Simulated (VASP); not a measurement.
Crystal: CaO.

```xyz
2
Lattice="0.0000 2.4195 2.4195 2.4195 0.0000 2.4195 2.4195 2.4195 0.0000" Properties=species:S:1:pos:R:3 pbc="T T T"
Ca    0.0000    0.0000    0.0000
O     2.4195    2.4195    2.4195
```

Base run:

```yaml
Program: VASP 6.6.1
Functional: PBEsol
Dispersion: D4
Potentials_or_basis: VASP PAW PBE potentials, release 64 (Ca_sv, O)
Cutoff: 520 eV
k_mesh: 10 × 10 × 10
Occupations: fermi-dirac, width 0.05 eV
Spin: no spin polarisation
```

Its results: band gap on the k mesh 3.54 eV (least direct gap 3.93 eV); pressure -5.3 GPa.

**Question.** After a change of settings the same cell gave: band gap on the k mesh 3.54 eV (least direct gap 3.93 eV); pressure -4.2 GPa. Which change was it?
A. dispersion from D4 to none
B. functional from PBEsol to BLYP; dispersion from D4 to none
C. functional from PBEsol to r2SCAN; dispersion from D4 to none
D. functional from PBEsol to b88 exchange, pbe correlation; dispersion from D4 to none; cutoff from 520 eV to 600 eV

**Answer.** A.

Dispersion adds attraction, which lowers the pressure at fixed volume and, as a term added to the energy, leaves the levels alone.

Caveats: the cell stands under tension; the PAW data sets were made with another functional, which shifts forces and pressure a little.
